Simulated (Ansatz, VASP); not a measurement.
# Two plane-wave programs on Zr

```xyz
2
Lattice="3.1494 0.0000 0.0000 -1.5747 2.7275 0.0000 0.0000 0.0000 5.0704" Properties=species:S:1:pos:R:3 pbc="T T T"
Zr    0.0000    1.8183    1.2676
Zr    1.5747    0.9092    3.8028
```

Alike in both runs: functional LDA; k mesh 11 × 11 × 6; occupations fermi-dirac, width 0.05 eV; collinear spin.

Ansatz relaxed the structure, and its values are those at the end. VASP's run is a single point on that final structure, the one shown.

|  | VASP | Ansatz |
| --- | --- | --- |
| version | VASP 6.6.1 | Ansatz 0.2.0 |
| potentials or method | VASP PAW LDA potentials, release 64 (Zr_sv), cutoff 520 eV | plane waves (420 eV) with PAW, scalar-relativistic |
| valence electrons in the cell | 24 | 24 |

```tsv
	VASP	Ansatz	Ansatz less VASP
pressure (GPa)	0.1	0.0	-0.09
net moment per atom (μB)	0.00	0.00	0.000
```

Ansatz warns that its potentials were made for another functional, while VASP's fit it. LDA's correlation is that of Perdew and Zunger in VASP and of Perdew and Wang (1992) in Ansatz. Ansatz's warnings: seeded moment not kept.
